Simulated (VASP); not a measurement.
# Li (Pm-3m) in VASP: a series of runs

Runs on Li. Level: PBE. Tasks: single point.

All numbers are computed with VASP 6.6.1; they aren't measurements. Logs are shortened: lines on timing, memory, paths and dates and some standing lists are left out, and cuts for length are marked.

**1. The cell of the first run**

Symmetry: Pm-3m, No. 221, cubic system. The conventional cell has a = 2.166 Å, b = 2.166 Å, c = 2.166 Å, α = 90.00°, β = 90.00°, γ = 90.00°. Li (site symmetry m-3m) has 6 Li at 2.17 Å within 2.9 Å.

This isn't the form of Li at room conditions, which is bcc.

**2. Single point, PBE (10.17 Å³/atom)**

Input file POSCAR:

```
Li
1.0
    2.1664711290      0.0000000000      0.0000000000
    0.0000000000      2.1664711290      0.0000000000
    0.0000000000      0.0000000000      2.1664711290
Li
1
Direct
    0.0000000000      0.0000000000      0.0000000000
```

Input file INCAR.step1:

```
ALGO = Normal ; EDIFF = 1E-7
ENCUT = 520 ; GGA = PE
ISIF = 2 ; ISMEAR = -1
LASPH = T ; LCHARG = T
LREAL = F ; LWAVE = F
NBANDS = 8 ; NELM = 80
PREC = Accurate ; SIGMA = 0.05
```

Input file KPOINTS.step1:

```
k-points
0
Gamma
  14 14 14
```

Input file INCAR.step2:

```
ALGO = Normal ; EDIFF = 1E-7
ENCUT = 520 ; GGA = PE
ICHARG = 11 ; ISIF = 2
ISMEAR = -5 ; LASPH = T
LCHARG = F ; LORBIT = 11
LREAL = F ; LWAVE = F
NEDOS = 1001 ; NELM = 80
PREC = Accurate ; SIGMA = 0.05
```

Input file KPOINTS.step2:

```
k-points
0
Gamma
  21 21 21
```

Potentials or basis: VASP PAW PBE potentials, release 64 (Li_sv).

Run with:

```
> cat potpaw_PBE.64/Li_sv/POTCAR > POTCAR
> cp INCAR.step1 INCAR
> cp KPOINTS.step1 KPOINTS
> mpirun -np 1 vasp_std > vasp.out
> cp INCAR.step2 INCAR
> cp KPOINTS.step2 KPOINTS
> mpirun -np 1 vasp_std > vasp.out
```

OUTCAR:

```text
EDIFF = 1E-7
   ENCUT = 520
   GGA = PE
   ICHARG = 11
   ISIF = 2
   ISMEAR = -5
   LASPH = T
   LORBIT = 11
   LREAL = F
   NELM = 80
   PREC = Accurate

 ion  position               nearest neighbor table
   1  0.000  0.000  0.000-

  LATTYP: Found a simple cubic cell.
 ALAT       =     2.1664711290

  Lattice vectors:

 A1 = (   2.1664711290,   0.0000000000,   0.0000000000)
 A2 = (   0.0000000000,   2.1664711290,   0.0000000000)
 A3 = (   0.0000000000,   0.0000000000,   2.1664711290)

Analysis of symmetry for initial positions (statically):
=====================================================================
 Subroutine PRICEL returns:
 Original cell was already a primitive cell.

 Routine SETGRP: Setting up the symmetry group for a
 simple cubic supercell.

 Subroutine GETGRP returns: Found 48 space group operations
 (whereof 48 operations were pure point group operations)
 out of a pool of 48 trial point group operations.

The static configuration has the point symmetry O_h .

Analysis of symmetry for dynamics (positions and initial velocities):
=====================================================================
 Subroutine PRICEL returns:
 Original cell was already a primitive cell.

 Routine SETGRP: Setting up the symmetry group for a
 simple cubic supercell.

 Subroutine GETGRP returns: Found 48 space group operations
 (whereof 48 operations were pure point group operations)
 out of a pool of 48 trial point group operations.

The dynamic configuration has the point symmetry O_h .

 Subroutine INISYM returns: Found 48 space group operations
 (whereof 48 operations are pure point group operations),
 and found     1 'primitive' translations

----------------------------------------------------------------------------------------

                                     Primitive cell

  volume of cell :      10.1685

  direct lattice vectors                    reciprocal lattice vectors
     2.166471129  0.000000000  0.000000000     0.461580118  0.000000000  0.000000000
     0.000000000  2.166471129  0.000000000     0.000000000  0.461580118  0.000000000
     0.000000000  0.000000000  2.166471129     0.000000000  0.000000000  0.461580118

  length of vectors
     2.166471129  2.166471129  2.166471129     0.461580118  0.461580118  0.461580118

  position of ions in fractional coordinates (direct lattice)
     0.000000000  0.000000000  0.000000000

  ion indices of the primitive-cell ions
   primitive index   ion index
                 1           1

----------------------------------------------------------------------------------------

 KPOINTS: k-points

Automatic generation of k-mesh.
 Grid dimensions read from file:
 generate k-points for:   21   21   21

 Generating k-lattice:

  Cartesian coordinates                     Fractional coordinates (reciprocal lattice)
     0.021980006  0.000000000  0.000000000     0.047619048  0.000000000  0.000000000
     0.000000000  0.021980006  0.000000000     0.000000000  0.047619048  0.000000000
     0.000000000  0.000000000  0.021980006     0.000000000  0.000000000  0.047619048

  Length of vectors
     0.021980006  0.021980006  0.021980006

  Shift w.r.t. Gamma in fractional coordinates (k-lattice)
     0.000000000  0.000000000  0.000000000

 TETIRR: Found   4601 inequivalent tetrahedra from    55566

 Subroutine IBZKPT returns following result:
 ===========================================

 Found    286 irreducible k-points:

 Following reciprocal coordinates:
            Coordinates               Weight
  0.000000  0.000000  0.000000      1.000000
  0.047619  0.000000  0.000000      6.000000
  0.095238  0.000000  0.000000      6.000000
  0.142857  0.000000  0.000000      6.000000
  0.190476  0.000000  0.000000      6.000000
  0.238095  0.000000  0.000000      6.000000
[... 16 lines left out ...]
  0.142857  0.095238  0.000000     24.000000
  0.190476  0.095238  0.000000     24.000000
 [... further k-points ...]
   k-points           NKPTS =    286   k-points in BZ     NKDIM =    286   number of bands    NBANDS=      5
   number of dos      NEDOS =   1001   number of ions     NIONS =      1
   total plane-waves  NPLWV =   4096
   dimension x,y,z NGX =    16 NGY =   16 NGZ =   16
   dimension x,y,z NGXF=    32 NGYF=   32 NGZF=   32
   ions per type =               1
   NGX,Y,Z   is equivalent  to a cutoff of  12.28, 12.28, 12.28 a.u.
   NGXF,Y,Z  is equivalent  to a cutoff of  24.56, 24.56, 24.56 a.u.
 SYSTEM =  unknown system
   PREC   = accura    normal or accurate (medium, high low for compatibility)
   ISTART =      0    job   : 0-new  1-cont  2-samecut
   ICHARG =     11    charge: 1-file 2-atom 10-const
   ISPIN  =      1    spin polarized calculation?
   LNONCOLLINEAR =      F non collinear calculations
   LSORBIT =      F    spin-orbit coupling
   LASPH  =      T    aspherical Exc in radial PAW
   ENCUT  =  520.0 eV  38.22 Ry    6.18 a.u.   4.03  4.03  4.03*2*pi/ulx,y,z
   NELM   =     80;   NELMIN=  2; NELMDL=  0     # of ELM steps
   EDIFF  = 0.1E-06   stopping-criterion for ELM
   LREAL  =      F    real-space projection
   EDIFFG = 0.1E-05   stopping-criterion for IOM
   NSW    =      0    number of steps for IOM
   IBRION =     -1    ionic relax: 0-MD 1-quasi-New 2-CG
   NFREE  =      0    steps in history (QN), initial steepest desc. (CG)
   ISIF   =      2    stress and relaxation
   ISYM   =      2    0-nonsym 1-usesym 2-fastsym
   POTIM  = 0.5000    time-step for ionic-motion
   TEBEG  =    0.0;   TEEND  =   0.0 temperature during run
   PSTRESS=    0.0 pullay stress
   NELECT =       3.0000    total number of electrons
   NUPDOWN=      -1.0000    fix difference up-down
   EMIN   =  10.00;   EMAX   =-10.00  energy-range for DOS
   EFERMI =   0.00;   METHOD = LEGACY
   ISMEAR =    -5;   SIGMA  =   0.05  broadening in eV -4-tet -1-fermi 0-gaus
   EFERMI_NEDOS =   21; number of points for ismear=-14 and -15
   IALGO  =     38    algorithm
   IMIX   =      4    mixing-type and parameters
     AMIX     =   0.40;   BMIX     =  1.00
     AMIX_MAG =   1.60;   BMIX_MAG =  1.00
  volume/ion in A,a.u.               =      10.17        68.62
  Fermi-wavevector in a.u.,A,eV,Ry     =   1.089839  2.059497 16.160307  1.187749
  Thomas-Fermi vector in A             =   2.226051
   LORBIT       =     11    0 simple, 1 ext, 2 COOP (PROOUT), +10 PAW based schemes
   GGA     = PE    functional components
   LHFCALC =     F    Hartree Fock is set to
   AEXX    =    0.0000 exact exchange contribution
   IVDW    =     0    specifies the selected vdW correction
   LEPSILON=     F    determine dielectric tensor
   LRPA    =     F    only Hartree local field effects (RPA)
 non-spin polarized calculation
 Fermi weights with tetrahedron method with Bloechl corrections
  energy-cutoff  :      520.00
  volume of cell :       10.17
 maximum number of plane-waves:       288

 number of electron       3.0000000 magnetization

 Free energy of the ion-electron system (eV)
  ---------------------------------------------------
  ext. energy  EPLUGINS =         0.00000000
  ---------------------------------------------------
  free energy    TOTEN  =        -1.26769635 eV

  energy without entropy =       -1.26769635  energy(sigma->0) =       -1.26769635

 E-fermi :   3.2281     XC(G=0):  -8.9616

 val. band max:        3.1975439088   @ k =   0.3333   0.2857   0.1429
 cond. band min:       3.2451817283   @ k =   0.3810   0.2857   0.0000
 fundamental gap:      0.0476378195
 Fermi energy:         3.2280637173

 k-point     1 :       0.0000    0.0000    0.0000
  band No.  band energies     occupation
      1     -43.0543      2.00000
      2      -0.8129      2.00000
      3      22.3413      0.00000
      4      22.3413      0.00000
      5      22.3413      0.00000

 k-point     2 :       0.0476    0.0000    0.0000
  band No.  band energies     occupation
      1     -43.0497      2.00000
      2      -0.7765      2.00000
      3      21.0916      0.00000
      4      22.4068      0.00000
      5      22.4068      0.00000

 k-point     3 :       0.0952    0.0000    0.0000
  band No.  band energies     occupation
      1     -43.0366      2.00000
      2      -0.6683      2.00000
      3      19.0880      0.00000
      4      22.6028      0.00000
      5      22.6028      0.00000

 k-point     4 :       0.1429    0.0000    0.0000
  band No.  band energies     occupation
      1     -43.0160      2.00000
      2      -0.4921      2.00000
      3      17.1074      0.00000
      4      22.9269      0.00000
      5      22.9269      0.00000

 k-point     5 :       0.1905    0.0000    0.0000
  band No.  band energies     occupation
      1     -42.9896      2.00000
      2      -0.2504      2.00000
      3      15.2598      0.00000
      4      23.3752      0.00000
      5      23.3752      0.00000

 k-point     6 :       0.2381    0.0000    0.0000
  band No.  band energies     occupation
      1     -42.9599      2.00000
      2       0.0469      2.00000
      3      13.5772      0.00000
      4      23.9398      0.00000
      5      23.9398      0.00000
[... 113 lines left out ...]
 k-point    21 :       0.4762    0.0476    0.0000
  band No.  band energies     occupation
      1     -42.8457      2.00000
      2       1.6657      2.00000
      3       8.5806      0.00000
      4      26.6131      0.00000
      5      27.3556      0.00000

 k-point    22 :       0.0952    0.0952    0.0000
  band No.  band energies     occupation
      1     -43.0192      2.00000
      2      -0.5181      2.00000
      3      18.3028      0.00000
      4      20.6638      0.00000
      5      22.8638      0.00000

 k-point    23 :       0.1429    0.0952    0.0000
  band No.  band energies     occupation
      1     -42.9988      2.00000
      2      -0.3335      2.00000
      3      16.8186      0.00000
      4      20.5512      0.00000
      5      23.1873      0.00000

 k-point    24 :       0.1905    0.0952    0.0000
  band No.  band energies     occupation
      1     -42.9727      2.00000
      2      -0.0805      2.00000
      3      15.1373      0.00000
      4      20.8664      0.00000
      5      23.6347      0.00000

 [... further k-points ...]

------------------------ aborting loop because EDIFF is reached ----------------------------------------

  FORCE on cell =-STRESS in cart. coord.  units (eV):
  Direction    XX          YY          ZZ          XY          YZ          ZX
  --------------------------------------------------------------------------------------
  -------------------------------------------------------------------------------------
  Total        1.6988600      1.6988600      1.6988600     -0.0000000     -0.0000000     -0.0000000
  in kB      267.6760167    267.6760167    267.6760167     -0.0000000     -0.0000000     -0.0000000
  external PRESSURE =     267.6760167 kB  Pullay stress =       0.0000000 kB

 VOLUME and BASIS-vectors are now :
 -----------------------------------------------------------------------------
  energy-cutoff  :      520.00
  volume of cell :       10.17
      direct lattice vectors                 reciprocal lattice vectors
     2.166471129  0.000000000  0.000000000     0.461580118  0.000000000  0.000000000
     0.000000000  2.166471129  0.000000000     0.000000000  0.461580118  0.000000000
     0.000000000  0.000000000  2.166471129     0.000000000  0.000000000  0.461580118

 POSITION                                       TOTAL-FORCE (eV/Angst)
 -----------------------------------------------------------------------------------
      0.00000      0.00000      0.00000         0.000000      0.000000      0.000000
 -----------------------------------------------------------------------------------
    total drift:                               -0.000000      0.000000      0.000000

  FREE ENERGIE OF THE ION-ELECTRON SYSTEM (eV)
  ---------------------------------------------------
  free  energy   TOTEN  =        -1.2676963453 eV

  energy  without entropy=       -1.2676963453  energy(sigma->0) =       -1.26769635

 total charge

# of ion       s       p       d       tot
------------------------------------------
    1        2.065   0.111   0.000   2.176
```

Wall time 15 s (1 thread of Intel Xeon 8259CL, shared host); peak memory 0.12 GiB.

Results:

```yaml
Valence_electrons_inside_the_program's_atomic_spheres: Li 2.18
```

Caveat: the cutoff is under 1.25 times the usual one of these potentials, so pressure, stress and relaxed cells hold a basis-set (Pulay) error.

**3. Single point, PBE**

This run uses another cell than the first one, of 20.34 Å³/atom.

Input file POSCAR:

```
Li
1.0
    2.7295825794      0.0000000000      0.0000000000
    0.0000000000      2.7295825794      0.0000000000
    0.0000000000      0.0000000000      2.7295825794
Li
1
Direct
    0.0000000000      0.0000000000      0.0000000000
```

Input file INCAR.step1:

```
SYSTEM = Li
PREC = Accurate ; ENCUT = 520
EDIFF = 1E-6 ; ISMEAR = -1
SIGMA = 0.05 ; LREAL = .False.
LASPH = .True. ; NELM = 60
ALGO = Normal ; ISIF = 2
LWAVE = .False. ; LCHARG = .True.
GGA = PE ; NBANDS = 8
```

Input file KPOINTS.step1:

```
Automatic mesh
0
Gamma
  14 14 14
  0 0 0
```

Input file INCAR.step2:

```
SYSTEM = Li
PREC = Accurate ; ENCUT = 520
EDIFF = 1E-6 ; ISMEAR = -5
SIGMA = 0.05 ; LREAL = .False.
LASPH = .True. ; NELM = 60
ALGO = Normal ; ISIF = 2
LWAVE = .False. ; LCHARG = .False.
GGA = PE ; LORBIT = 11
NBANDS = 8 ; NEDOS = 2001
ICHARG = 11
```

Input file KPOINTS.step2:

```
Automatic mesh
0
Gamma
  21 21 21
  0 0 0
```

Potentials or basis: VASP PAW PBE potentials, release 64 (Li_sv).

Run with:

```
> cat potpaw_PBE.64/Li_sv/POTCAR > POTCAR
> cp INCAR.step1 INCAR
> cp KPOINTS.step1 KPOINTS
> mpirun -np 1 vasp_std > vasp.out
> cp INCAR.step2 INCAR
> cp KPOINTS.step2 KPOINTS
> mpirun -np 1 vasp_std > vasp.out
```

OUTCAR:

```text
SYSTEM = Li
   PREC = Accurate
   ENCUT = 520
   EDIFF = 1E-6
   ISMEAR = -5
   LREAL = .False.
   LASPH = .True.
   NELM = 60
   ISIF = 2
   GGA = PE
   LORBIT = 11
   ICHARG = 11

 ion  position               nearest neighbor table
   1  0.000  0.000  0.000-

  LATTYP: Found a simple cubic cell.
 ALAT       =     2.7295825794

  Lattice vectors:

 A1 = (   2.7295825794,   0.0000000000,   0.0000000000)
 A2 = (   0.0000000000,   2.7295825794,   0.0000000000)
 A3 = (   0.0000000000,   0.0000000000,   2.7295825794)

Analysis of symmetry for initial positions (statically):
=====================================================================
 Subroutine PRICEL returns:
 Original cell was already a primitive cell.

 Routine SETGRP: Setting up the symmetry group for a
 simple cubic supercell.

 Subroutine GETGRP returns: Found 48 space group operations
 (whereof 48 operations were pure point group operations)
 out of a pool of 48 trial point group operations.

The static configuration has the point symmetry O_h .

[... 163 lines left out ...]
 fundamental gap:      0.0297265062
 Fermi energy:         0.5794364439

 k-point     1 :       0.0000    0.0000    0.0000
  band No.  band energies     occupation
      1     -46.2026      2.00000
      2      -2.9060      2.00000
      3      12.5583      0.00000
      4      12.5583      0.00000
      5      12.5583      0.00000
      6      14.9448      0.00000
      7      14.9448      0.00000
      8      21.1246      0.00000
[... 243 lines left out ...]
 k-point    24 :       0.1905    0.0952    0.0000
  band No.  band energies     occupation
      1     -46.1942      2.00000
      2      -2.2303      2.00000
      3       8.0063      0.00000
      4      11.5489      0.00000
      5      13.3454      0.00000
      6      17.2136      0.00000
      7      19.6995      0.00000
      8      21.4692      0.00000

 [... further k-points ...]

------------------------ aborting loop because EDIFF is reached ----------------------------------------

  FORCE on cell =-STRESS in cart. coord.  units (eV):
  Direction    XX          YY          ZZ          XY          YZ          ZX
  --------------------------------------------------------------------------------------
  -------------------------------------------------------------------------------------
  Total       -0.0110609     -0.0110609     -0.0110609     -0.0000000     -0.0000000      0.0000000
  in kB       -0.8713873     -0.8713873     -0.8713873     -0.0000000     -0.0000000      0.0000000
  external PRESSURE =      -0.8713873 kB  Pullay stress =       0.0000000 kB

 VOLUME and BASIS-vectors are now :
 -----------------------------------------------------------------------------
  energy-cutoff  :      520.00
  volume of cell :       20.34
      direct lattice vectors                 reciprocal lattice vectors
     2.729582579  0.000000000  0.000000000     0.366356383  0.000000000  0.000000000
     0.000000000  2.729582579  0.000000000     0.000000000  0.366356383  0.000000000
     0.000000000  0.000000000  2.729582579     0.000000000  0.000000000  0.366356383

 POSITION                                       TOTAL-FORCE (eV/Angst)
 -----------------------------------------------------------------------------------
      0.00000      0.00000      0.00000         0.000000      0.000000      0.000000
 -----------------------------------------------------------------------------------
    total drift:                               -0.000000      0.000000      0.000000

  FREE ENERGIE OF THE ION-ELECTRON SYSTEM (eV)
  ---------------------------------------------------
  free  energy   TOTEN  =        -1.7857795811 eV

  energy  without entropy=       -1.7857795811  energy(sigma->0) =       -1.78577958

 total charge

# of ion       s       p       d       tot
------------------------------------------
    1        2.032   0.044   0.000   2.076
```

OUTCAR.step1:

```text
SYSTEM = Li
   PREC = Accurate
   ENCUT = 520
   EDIFF = 1E-6
   ISMEAR = -1
   LREAL = .False.
[... 481 lines left out ...]
 -----------------------------------------------------------------------------------
      0.00000      0.00000      0.00000         0.000000      0.000000      0.000000
 -----------------------------------------------------------------------------------
    total drift:                               -0.000000      0.000000      0.000000

  FREE ENERGIE OF THE ION-ELECTRON SYSTEM (eV)
  ---------------------------------------------------
  free  energy   TOTEN  =        -1.7878166778 eV

  energy  without entropy=       -1.7849002002  energy(sigma->0) =       -1.78635844
```

OSZICAR.step1:

```text
N       E                     dE             d eps       ncg     rms          rms(c)
DAV:   1    -0.400958531676E-01   -0.40096E-01   -0.68461E+02  2016   0.257E+02
DAV:   2    -0.174899310607E+01   -0.17089E+01   -0.16828E+01  2696   0.339E+01
DAV:   3    -0.178972908086E+01   -0.40736E-01   -0.40707E-01  2272   0.351E+00
DAV:   4    -0.179073126166E+01   -0.10022E-02   -0.10022E-02  2856   0.403E-01
DAV:   5    -0.179073389324E+01   -0.26316E-05   -0.26316E-05  2280   0.176E-02    0.279E-01
DAV:   6    -0.178887404324E+01    0.18599E-02   -0.47109E-04  2976   0.832E-02    0.161E-01
DAV:   7    -0.178782311870E+01    0.10509E-02   -0.12428E-03  2960   0.128E-01    0.393E-02
DAV:   8    -0.178781645882E+01    0.66599E-05   -0.12623E-05  2160   0.249E-02    0.170E-03
DAV:   9    -0.178781667775E+01   -0.21893E-06   -0.11355E-06  2264   0.880E-03
   1 F= -.17878167E+01 E0= -.17863584E+01  d E =-.291648E-02
```

Run time: 43 s. Hardware: 1 thread of Intel Xeon 8259CL, shared host; peak memory 0.14 GiB.

Results:

```
Valence electrons inside the program's atomic spheres : Li 2.08
```

Caveat: the cutoff is under 1.25 times the usual one of these potentials, so pressure, stress and relaxed cells hold a basis-set (Pulay) error.
